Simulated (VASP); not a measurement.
Input of a VASP 6.6.1 run:

INCAR

```
ALGO     = Normal         # electronic algorithm
EDIFF    = 1E-6           # SCF threshold, eV
ENCUT    = 520            # plane-wave cutoff, eV
GGA      = PE             # functional
ISIF     = 2              # what is computed and relaxed
ISMEAR   = 0              # smearing method
LASPH    = T              # aspherical terms in the spheres
LCHARG   = F              # write CHGCAR
LREAL    = F              # projectors in reciprocal space
LWAVE    = F              # write WAVECAR
NBANDS   = 34             # bands
NELM     = 60             # most SCF steps
PREC     = Accurate       # precision mode
SIGMA    = 0.1            # smearing width, eV
```

The input KPOINTS:

```
k-points
0
Gamma
  6 6 2
```

The input POSCAR:

```
In2GeS2
1.0
    3.8132053541      0.0000000000      0.0000000000
   -1.9066026771      3.3023327065      0.0000000000
    0.0000000000      0.0000000000     10.0370153022
In Ge S
2 1 2
Direct
    0.6666666667      0.3333333333      0.8178321204
    0.6666666667      0.3333333333      0.1846496138
    0.0000000000      0.0000000000      0.4255452695
    0.0000000000      0.0000000000      0.0228206782
    0.3333333333      0.6666666667      0.5491523182
```

Potentials or basis: VASP PAW PBE potentials, release 64 (In_d, Ge_d, S).

Launch:

```console
$ cat potpaw_PBE.64/In_d/POTCAR potpaw_PBE.64/Ge_d/POTCAR potpaw_PBE.64/S/POTCAR > POTCAR
$ mpirun -np 1 vasp_std > vasp.out
```

(1) Predict the band gap on the k mesh.

(2) Predict the largest force.

(3) Estimate the pressure.

Results:

(1) zero (bands 26 and 27 overlap by 0.17 eV).

(2) 0.077 eV/Å.

(3) -0.1 GPa.

Caveat: spin-orbit coupling is left out, which moves the levels of the heavy elements.
